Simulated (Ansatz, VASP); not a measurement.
One calculation of HfN, two programs

```
Hf N
1.0
     0.00000    2.25900    2.25900
     2.25900    0.00000    2.25900
     2.25900    2.25900    0.00000
Hf N
1 1
Direct
  0.50000 0.50000 0.50000
  0.00000 0.00000 0.00000
```

Alike in both runs: task single point; functional PBEsol; k mesh 8 × 8 × 8; occupations gaussian, width 0.1 eV; no spin polarisation.

```csv
,VASP,Ansatz
version,VASP 6.6.1,Ansatz 0.2.0
potentials or method,"VASP PAW PBE potentials, release 64 (Hf_pv, N), cutoff 600 eV","scalar-relativistic, plane waves, PAW"
valence electrons in the cell,15,31
```

```tsv
	VASP	Ansatz	Ansatz less VASP
gap on the k mesh at the Fermi level (eV)	none	none	-
pressure (GPa)	-5.1	-2.8	+2.29
```

VASP's potentials were made for PBE, not for PBEsol. A gap of «none» marks a metal or a gap that the smearing closes. VASP's potentials hold 15 valence electrons a cell and Ansatz's 31, so a difference there can come from the potentials and not from the codes.

Neither program's run includes spin-orbit coupling.
